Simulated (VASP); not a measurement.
ZnF2:

```
Zn F
1.0
     4.70480    0.00000    0.00000
     0.00000    4.70480    0.00000
     0.00000    0.00000    3.13380
Zn F
2 4
Direct
  0.00000 0.00000 0.00000
  0.50000 0.50000 0.50000
  0.30240 0.30240 0.00000
  0.19760 0.80240 0.50000
  0.69760 0.69760 0.00000
  0.80240 0.19760 0.50000
```

```yaml
Program: VASP 6.6.1
Task: relaxation of cell and atoms
Functional: LDA
Potentials_or_basis: VASP PAW LDA potentials, release 64 (Zn, F)
Cutoff: 600 eV
k_mesh: 6 × 6 × 10
Occupations: fermi-dirac, width 0.05 eV
Spin: no spin polarisation
```

At the start: pressure -5.2 GPa; volume 11.56 Å³/atom.

Q: How do energy, volume and symmetry change on relaxing?

A: Over 11 steps the energy falls by 8.3 meV/atom and the volume is 11.08 Å³/atom (-4.2 %); space group P4_2/mnm (No. 136, to 0.1 Å) before and after.

The path:
| step | energy change (eV) | largest force (eV/Å) | pressure (GPa) | volume (Å³) |
| --- | --- | --- | --- | --- |
| 1 | 0.0000 | 0.1032 | -5.24 | 69.37 |
| 2 | -0.0444 | 0.0283 | 1.87 | 65.64 |
| 3 | -0.0496 | 0.0075 | -0.02 | 66.51 |
| 4 | -0.0496 | 0.0053 | 0.10 | 66.46 |
| 5 | -0.0498 | 0.0047 | 0.11 | 66.44 |
| 6 | -0.0500 | 0.0028 | 0.14 | 66.40 |
| 7 | -0.0500 | 0.0043 | -0.12 | 66.53 |
| 8 | -0.0500 | 0.0037 | -0.01 | 66.47 |
| 9 | -0.0500 | 0.0036 | 0.02 | 66.46 |
| 10 | -0.0500 | 0.0036 | 0.00 | 66.46 |
| 11 | -0.0500 | 0.0013 | 0.01 | 66.47 |

Final structure:
```yaml
crystal:
  lattice:
    - [4.63237, 0.00000, 0.00000]
    - [0.00000, 4.63237, 0.00000]
    - [0.00000, 0.00000, 3.09740]
  atoms:
    - { symbol: Zn, position: [0.00000, 0.00000, 0.00000] }
    - { symbol: Zn, position: [0.50000, 0.50000, 0.50000] }
    - { symbol: F, position: [0.30323, 0.30323, 0.00000] }
    - { symbol: F, position: [0.19677, 0.80323, 0.50000] }
    - { symbol: F, position: [0.69677, 0.69677, 0.00000] }
    - { symbol: F, position: [0.80323, 0.19677, 0.50000] }
```
